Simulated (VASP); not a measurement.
# Li: single point with LDA

Li:

```xyz
1
Lattice="0.0000 2.0176 2.6229 2.0176 0.0000 2.6229 2.0176 2.0176 0.0000" Properties=species:S:1:pos:R:3 pbc="T T T"
Li    0.0000    0.0000    0.0000
```

| Property | Result |
| --- | --- |
| Program | VASP 6.6.1 |
| Task | single point |
| Functional | LDA |
| Potentials or basis | VASP PAW LDA potentials, release 64 (Li_sv) |
| Cutoff | 520 eV |
| k mesh | 20 × 20 × 20 |
| Occupations | gaussian, width 0.15 eV |
| Spin | no spin polarisation |
| Dipole correction | no |
| Further INCAR settings | ALGO = Fast; EDIFF = 1e-06; NBANDS = 8 |

| Item | Value |
| --- | --- |
| Band gap on the k mesh | zero (an odd number of electrons rules out a gap without spin polarisation) |

Levels at points of the mesh, in eV from the Fermi level:
```tsv
k point	band 1	band 2	band 3	band 4	band 5
(0.00, 0.00, 0.00)	-45.77	-3.42	12.36	13.90	13.90
(0.50, 0.00, 0.00)	-45.75	0.11	2.99	9.11	13.06
(0.50, 0.50, 0.00)	-45.76	-0.20	2.45	10.60	10.60
(0.50, 0.00, 0.50)	-45.74	2.62	5.79	6.63	8.03
```

Wall time 51 s on 1 thread of Intel(R) Xeon(R) 6975P-C (Granite Rapids), with other jobs on the host, peak memory 0.19 GiB.
